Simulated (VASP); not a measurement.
# LiCl (P6_3/mmc) in VASP: notebook

Runs on LiCl. Level: PBE. Tasks: density of states, elastic constants.

All numbers are computed with VASP 6.6.1; they aren't measurements. Logs are shortened: lines on timing, memory, paths and dates and some standing lists are left out, and cuts for length are marked.

### Step 1. The cell of the first run

The structure is hexagonal, space group P6_3/mmc (No. 194). The conventional cell has a = 3.621 Å, b = 3.621 Å, c = 12.021 Å, α = 90.00°, β = 90.00°, γ = 120.00°. Li (site symmetry 3m) has 6 Cl at 2.56 to 2.59 Å and 1 Li at 3.05 Å within 3.4 Å. Cl (site symmetry -6m2) has 6 Li at 2.59 Å within 3.4 Å. Within 3.4 Å of Cl (site symmetry -3m) lie 6 Li at 2.56 Å.

### Step 2. Density of states, PBE

POSCAR

```
LiCl
1.0
    3.6212689448      0.0000000000      0.0000000000
   -1.8106344724      3.1361109001      0.0000000000
    0.0000000000      0.0000000000     12.0206808267
Li Cl
4 4
Direct
    0.3333333333      0.6666666667      0.8767234304
    0.6666666667      0.3333333333      0.1232765696
    0.6666666667      0.3333333333      0.3767234304
    0.3333333333      0.6666666667      0.6232765696
    0.6666666667      0.3333333333      0.7500000000
    0.0000000000      0.0000000000      0.0000000000
    0.3333333333      0.6666666667      0.2500000000
    0.0000000000      0.0000000000      0.5000000000
```

INCAR.step1

```
SYSTEM = LiCl
PREC = Accurate
ENCUT = 520
EDIFF = 1E-7
ISMEAR = 0
SIGMA = 0.02
LREAL = .False.
LASPH = .True.
NELM = 60
ALGO = Normal
ISIF = 2
LWAVE = .False.
LCHARG = .True.
GGA = PE
NBANDS = 30
```

KPOINTS.step1

```
Automatic mesh
0
Gamma
  6 6 2
  0 0 0
```

INCAR.step2

```
SYSTEM = LiCl
PREC = Accurate
ENCUT = 520
EDIFF = 1E-7
ISMEAR = -5
SIGMA = 0.02
LREAL = .False.
LASPH = .True.
NELM = 60
ALGO = Normal
ISIF = 2
LWAVE = .False.
LCHARG = .False.
GGA = PE
LORBIT = 11
NBANDS = 30
NEDOS = 1001
ICHARG = 11
```

KPOINTS.step2

```
Automatic mesh
0
Gamma
  9 9 3
  0 0 0
```

Potentials or basis: VASP PAW PBE potentials, release 64 (Li_sv, Cl).

The run is started by

```sh
cat potpaw_PBE.64/Li_sv/POTCAR potpaw_PBE.64/Cl/POTCAR > POTCAR
cp INCAR.step1 INCAR
cp KPOINTS.step1 KPOINTS
mpirun -np 1 vasp_std > vasp.out
cp INCAR.step2 INCAR
cp KPOINTS.step2 KPOINTS
mpirun -np 1 vasp_std > vasp.out
```

OUTCAR:

```text
SYSTEM = LiCl
   PREC = Accurate
   ENCUT = 520
   EDIFF = 1E-7
   ISMEAR = -5
   LREAL = .False.
   LASPH = .True.
   NELM = 60
   ISIF = 2
   GGA = PE
   LORBIT = 11
   ICHARG = 11

 ion  position               nearest neighbor table
   1  0.333  0.667  0.877-   6 2.56   6 2.56   6 2.56   5 2.59   5 2.59   5 2.59
   2  0.667  0.333  0.123-   6 2.56   6 2.56   6 2.56   7 2.59   7 2.59   7 2.59
   3  0.667  0.333  0.377-   8 2.56   8 2.56   8 2.56   7 2.59   7 2.59   7 2.59
   4  0.333  0.667  0.623-   8 2.56   8 2.56   8 2.56   5 2.59   5 2.59   5 2.59
   5  0.667  0.333  0.750-   1 2.59   4 2.59   1 2.59   4 2.59   1 2.59   4 2.59
   6  0.000  0.000  0.000-   1 2.56   2 2.56   1 2.56   2 2.56   2 2.56   1 2.56
   7  0.333  0.667  0.250-   2 2.59   3 2.59   2 2.59   3 2.59   2 2.59   3 2.59
   8  0.000  0.000  0.500-   3 2.56   4 2.56   4 2.56   3 2.56   3 2.56   4 2.56

  LATTYP: Found a hexagonal cell.
 ALAT       =     3.6212689448
 C/A-ratio  =     3.3194664660

  Lattice vectors:

 A1 = (   3.6212689448,   0.0000000000,   0.0000000000)
 A2 = (  -1.8106344724,   3.1361109001,   0.0000000000)
 A3 = (   0.0000000000,   0.0000000000,  12.0206808267)

Analysis of symmetry for initial positions (statically):
=====================================================================
 Subroutine PRICEL returns:
 Original cell was already a primitive cell.

 Routine SETGRP: Setting up the symmetry group for a
 hexagonal supercell.

 Subroutine GETGRP returns: Found 24 space group operations
 (whereof 12 operations were pure point group operations)
 out of a pool of 24 trial point group operations.

The static configuration has the point symmetry D_3d.
 The point group associated with its full space group is D_6h.

Analysis of symmetry for dynamics (positions and initial velocities):
=====================================================================
 Subroutine PRICEL returns:
 Original cell was already a primitive cell.

 Routine SETGRP: Setting up the symmetry group for a
 hexagonal supercell.

 Subroutine GETGRP returns: Found 24 space group operations
 (whereof 12 operations were pure point group operations)
 out of a pool of 24 trial point group operations.

The dynamic configuration has the point symmetry D_3d.
 The point group associated with its full space group is D_6h.

 Subroutine INISYM returns: Found 24 space group operations
 (whereof 12 operations are pure point group operations),
 and found     1 'primitive' translations

----------------------------------------------------------------------------------------

                                     Primitive cell

  volume of cell :     136.5153

  direct lattice vectors                    reciprocal lattice vectors
     3.621268945  0.000000000  0.000000000     0.276146294  0.159433137  0.000000000
    -1.810634472  3.136110900  0.000000000     0.000000000  0.318866275  0.000000000
     0.000000000  0.000000000 12.020680827     0.000000000  0.000000000  0.083189964

  length of vectors
     3.621268945  3.621268945 12.020680827     0.318866275  0.318866275  0.083189964

  position of ions in fractional coordinates (direct lattice)
     0.333333333  0.666666667  0.876723430
     0.666666667  0.333333333  0.123276570
     0.666666667  0.333333333  0.376723430
     0.333333333  0.666666667  0.623276570
     0.666666667  0.333333333  0.750000000
     0.000000000  0.000000000  0.000000000
     0.333333333  0.666666667  0.250000000
     0.000000000  0.000000000  0.500000000

  ion indices of the primitive-cell ions
   primitive index   ion index
                 1           1
                 2           2
                 3           3
                 4           4
                 5           5
                 6           6
                 7           7
                 8           8

----------------------------------------------------------------------------------------

 KPOINTS: Automatic mesh

Automatic generation of k-mesh.
 Grid dimensions read from file:
 generate k-points for:    9    9    3

 Generating k-lattice:

  Cartesian coordinates                     Fractional coordinates (reciprocal lattice)
     0.030682922  0.017714793  0.000000000     0.111111111  0.000000000  0.000000000
     0.000000000  0.035429586  0.000000000     0.000000000  0.111111111  0.000000000
     0.000000000  0.000000000  0.027729988     0.000000000  0.000000000  0.333333333

  Length of vectors
     0.035429586  0.035429586  0.027729988

  Shift w.r.t. Gamma in fractional coordinates (k-lattice)
     0.000000000  0.000000000  0.000000000

 TETIRR: Found    207 inequivalent tetrahedra from     1458

 Subroutine IBZKPT returns following result:
 ===========================================

 Found     24 irreducible k-points:

 Following reciprocal coordinates:
            Coordinates               Weight
  0.000000  0.000000  0.000000      1.000000
  0.111111 -0.000000  0.000000      6.000000
  0.222222  0.000000  0.000000      6.000000
  0.333333  0.000000  0.000000      6.000000
  0.444444  0.000000  0.000000      6.000000
  0.111111  0.111111  0.000000      6.000000
[... 16 lines left out ...]
  0.333333  0.222222  0.333333     24.000000
  0.333333  0.333333  0.333333      4.000000
   k-points           NKPTS =     24   k-points in BZ     NKDIM =     24   number of bands    NBANDS=     30
   number of dos      NEDOS =   1001   number of ions     NIONS =      8
   total plane-waves  NPLWV =  70560
   dimension x,y,z NGX =    28 NGY =   28 NGZ =   90
   dimension x,y,z NGXF=    56 NGYF=   56 NGZF=  180
   ions per type =               4   4
   NGX,Y,Z   is equivalent  to a cutoff of  12.85, 12.85, 12.45 a.u.
   NGXF,Y,Z  is equivalent  to a cutoff of  25.71, 25.71, 24.89 a.u.
 SYSTEM =  LiCl
   PREC   = accura    normal or accurate (medium, high low for compatibility)
   ISTART =      0    job   : 0-new  1-cont  2-samecut
   ICHARG =     11    charge: 1-file 2-atom 10-const
   ISPIN  =      1    spin polarized calculation?
   LNONCOLLINEAR =      F non collinear calculations
   LSORBIT =      F    spin-orbit coupling
   LASPH  =      T    aspherical Exc in radial PAW
   ENCUT  =  520.0 eV  38.22 Ry    6.18 a.u.   6.73  6.73 22.35*2*pi/ulx,y,z
   NELM   =     60;   NELMIN=  2; NELMDL=  0     # of ELM steps
   EDIFF  = 0.1E-06   stopping-criterion for ELM
   LREAL  =      F    real-space projection
   EDIFFG = 0.1E-05   stopping-criterion for IOM
   NSW    =      0    number of steps for IOM
   IBRION =     -1    ionic relax: 0-MD 1-quasi-New 2-CG
   NFREE  =      0    steps in history (QN), initial steepest desc. (CG)
   ISIF   =      2    stress and relaxation
   ISYM   =      2    0-nonsym 1-usesym 2-fastsym
   POTIM  = 0.5000    time-step for ionic-motion
   TEBEG  =    0.0;   TEEND  =   0.0 temperature during run
   PSTRESS=    0.0 pullay stress
   NELECT =      40.0000    total number of electrons
   NUPDOWN=      -1.0000    fix difference up-down
   EMIN   =  10.00;   EMAX   =-10.00  energy-range for DOS
   EFERMI =   0.00;   METHOD = LEGACY
   ISMEAR =    -5;   SIGMA  =   0.02  broadening in eV -4-tet -1-fermi 0-gaus
   EFERMI_NEDOS =   21; number of points for ismear=-14 and -15
   IALGO  =     38    algorithm
   IMIX   =      4    mixing-type and parameters
     AMIX     =   0.40;   BMIX     =  1.00
     AMIX_MAG =   1.60;   BMIX_MAG =  1.00
  volume/ion in A,a.u.               =      17.06       115.16
  Fermi-wavevector in a.u.,A,eV,Ry     =   1.087346  2.054786 16.086457  1.182321
  Thomas-Fermi vector in A             =   2.223503
   LORBIT       =     11    0 simple, 1 ext, 2 COOP (PROOUT), +10 PAW based schemes
   GGA     = PE    functional components
   LHFCALC =     F    Hartree Fock is set to
   AEXX    =    0.0000 exact exchange contribution
   IVDW    =     0    specifies the selected vdW correction
   LEPSILON=     F    determine dielectric tensor
   LRPA    =     F    only Hartree local field effects (RPA)
 non-spin polarized calculation
 Fermi weights with tetrahedron method with Bloechl corrections
  energy-cutoff  :      520.00
  volume of cell :      136.52
 maximum number of plane-waves:      3693
 NGX is ok and might be reduce to    28

 number of electron      40.0000003 magnetization

 Free energy of the ion-electron system (eV)
  ---------------------------------------------------
  ext. energy  EPLUGINS =         0.00000000
  ---------------------------------------------------
  free energy    TOTEN  =       -29.48414809 eV

  energy without entropy =      -29.48414809  energy(sigma->0) =      -29.48414809

 E-fermi :   0.5437     XC(G=0):  -8.6796

 val. band max:        0.5386828219   @ k =   0.0000   0.0000   0.0000
 cond. band min:       6.7662208906   @ k =   0.0000   0.0000   0.0000
 fundamental gap:      6.2275380687
 Fermi energy:         0.5437305654

 k-point     1 :       0.0000    0.0000    0.0000
  band No.  band energies     occupation
      1     -43.0657      2.00000
      2     -43.0643      2.00000
      3     -43.0624      2.00000
      4     -43.0610      2.00000
      5     -12.8771      2.00000
      6     -12.6888      2.00000
[... 22 lines left out ...]
     29      11.3369      0.00000
     30      11.3531      0.00000

 k-point     2 :       0.1111   -0.0000    0.0000
  band No.  band energies     occupation
      1     -43.0654      2.00000
      2     -43.0642      2.00000
      3     -43.0621      2.00000
      4     -43.0608      2.00000
      5     -12.8238      2.00000
      6     -12.6429      2.00000
[... 718 lines left out ...]
 k-point    24 :       0.3333    0.3333    0.3333
  band No.  band energies     occupation
      1     -43.0629      2.00000
      2     -43.0629      2.00000
      3     -43.0598      2.00000
      4     -43.0598      2.00000
      5     -12.2090      2.00000
      6     -12.2077      2.00000
[... 22 lines left out ...]
     29      11.0462      0.00000
     30      11.0839      0.00000

------------------------ aborting loop because EDIFF is reached ----------------------------------------

  FORCE on cell =-STRESS in cart. coord.  units (eV):
  Direction    XX          YY          ZZ          XY          YZ          ZX
  --------------------------------------------------------------------------------------
  -------------------------------------------------------------------------------------
  Total       -0.1014649     -0.1014649     -0.0969320      0.0000000     -0.0000000      0.0000000
  in kB       -1.1908169     -1.1908169     -1.1376177      0.0000000     -0.0000000      0.0000000
  external PRESSURE =      -1.1730838 kB  Pullay stress =       0.0000000 kB

 VOLUME and BASIS-vectors are now :
 -----------------------------------------------------------------------------
  energy-cutoff  :      520.00
  volume of cell :      136.52
      direct lattice vectors                 reciprocal lattice vectors
     3.621268945  0.000000000  0.000000000     0.276146294  0.159433137  0.000000000
    -1.810634472  3.136110900  0.000000000     0.000000000  0.318866275  0.000000000
     0.000000000  0.000000000 12.020680827     0.000000000  0.000000000  0.083189964

 POSITION                                       TOTAL-FORCE (eV/Angst)
 -----------------------------------------------------------------------------------
     -0.00000      2.09074     10.53881        -0.000000     -0.000000      0.000150
      1.81063      1.04537      1.48187         0.000000     -0.000000     -0.000150
      1.81063      1.04537      4.52847         0.000000     -0.000000      0.000150
     -0.00000      2.09074      7.49221        -0.000000      0.000000     -0.000150
      1.81063      1.04537      9.01551         0.000000     -0.000000      0.000000
      0.00000      0.00000      0.00000        -0.000000     -0.000000      0.000000
     -0.00000      2.09074      3.00517        -0.000000      0.000000      0.000000
      0.00000      0.00000      6.01034        -0.000000     -0.000000      0.000000
 -----------------------------------------------------------------------------------
    total drift:                               -0.000000      0.000000     -0.000000

  FREE ENERGIE OF THE ION-ELECTRON SYSTEM (eV)
  ---------------------------------------------------
  free  energy   TOTEN  =       -29.4841480896 eV

  energy  without entropy=      -29.4841480896  energy(sigma->0) =      -29.48414809

 total charge

# of ion       s       p       d       tot
------------------------------------------
    1        2.006   0.034   0.000   2.040
    2        2.006   0.034   0.000   2.040
    3        2.006   0.034   0.000   2.040
    4        2.006   0.034   0.000   2.040
    5        1.589   3.584   0.000   5.174
    6        1.589   3.592   0.000   5.182
    7        1.589   3.584   0.000   5.174
    8        1.589   3.592   0.000   5.182
--------------------------------------------------
tot         14.381  14.488   0.000  28.869
```

Wall time 58 s (1 thread of Intel Xeon 6975P-C (Granite Rapids), shared host); peak memory 0.25 GiB.

What came out:

- Valence electrons inside the program's atomic spheres: Li 2.04; Cl 5.17, 5.18

Caveat: the cutoff is under 1.25 times the usual one of these potentials, so pressure, stress and relaxed cells hold a basis-set (Pulay) error.

### Step 3. Elastic constants, PBE

INCAR

```
  PREC = Accurate
  ENCUT = 750
  EDIFF = 1E-8
  ISMEAR = 0
  SIGMA = 0.01
  LREAL = False
  LASPH = True
  NELM = 120
  ALGO = Normal
  ISIF = 3
  LWAVE = False
  LCHARG = False
  GGA = PE
  IBRION = 6
  NFREE = 2
  POTIM = 0.015
  NSW = 1
  GGA_COMPAT = False
  KPAR = 4
```

KPOINTS

```
regular mesh
0
Gamma
  6 6 2
```

POSCAR is that of step 2.

Potentials or basis: VASP PAW PBE potentials, release 64 (Li_sv, Cl).

The run is started by

```sh
cat potpaw_PBE.64/Li_sv/POTCAR potpaw_PBE.64/Cl/POTCAR > POTCAR
mpirun -np 4 vasp_std > vasp.out
```

It took 11 min on 4 MPI ranks of Intel Xeon Platinum 8488C (Sapphire Rapids), shared host; peak memory 0.56 GiB.

It converged, with:

* Voigt bulk modulus: 32 GPa
* Highest phonon frequency at Γ, LO-TO splitting left out: 410 cm⁻¹

Phonon frequencies in cm⁻¹ (negative: imaginary):
| q point | frequencies |
| --- | --- |
| (0.000, 0.000, 0.000) | 0 0 0 63 63 76 76 106 106 141 145 161 161 165 165 170 176 176 185 185 200 387 406 410 |

Elastic tensor in Voigt notation (GPa, in the Cartesian axes of the cell as first typed):
```
61 22 13  0  0  0
22 61 13  0  0  0
13 13 69  0  0  0
 0  0  0 14  0  0
 0  0  0  0 14  0
 0  0  0  0  0 20
```

Clamped-ion elastic tensor (GPa):
```
63 21 12  0  0  0
21 63 12  0  0  0
12 12 70  0  0  0
 0  0  0 16  0  0
 0  0  0  0 16  0
 0  0  0  0  0 21
```
